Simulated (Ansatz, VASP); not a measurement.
RuBr2 in VASP and in Ansatz

```
CELL_PARAMETERS angstrom
3.72425 0.00000 0.00000
-1.86212 3.22529 0.00000
0.00000 0.00000 5.85755
ATOMIC_POSITIONS crystal
Ru 0.00000 0.00000 0.00000
Br 0.33333 0.66667 0.22140
Br 0.66667 0.33333 0.77860
```

Change from the starting cell: strain e3 = +0.01, atoms carried along.

Alike in both runs: task single point; functional PBEsol; k mesh 10 × 10 × 6; occupations gaussian, width 0.05 eV; no spin polarisation.

|  | VASP | Ansatz |
| --- | --- | --- |
| version | VASP 6.6.1 | Ansatz 0.2.0 |
| potentials or method | VASP PAW PBE potentials, release 64 (Ru_pv, Br), cutoff 520 eV | scalar-relativistic, plane waves, PAW |
| valence electrons in the cell | 28 | 30 |

```csv
,VASP,Ansatz,Ansatz less VASP
gap on the k mesh at the Fermi level (eV),0.81,0.81,+0.002
least direct gap on the mesh (eV),0.86,0.86,+0.002
pressure (GPa),-0.6,-0.6,-0.05
"traceless stress, the component that is largest in VASP (GPa)",-0.14,-0.12,+0.020
rms of the force components (eV/Å),0.052,0.058,+0.0057
```

VASP's potentials were made for PBE, not for PBEsol. Atom by atom the forces differ by 0.006 eV/Å (rms over components). With one functional, cell and mesh, what is left measures potentials, basis and numerics. VASP's potentials hold 28 valence electrons a cell and Ansatz's 30, so a difference there can come from the potentials and not from the codes.
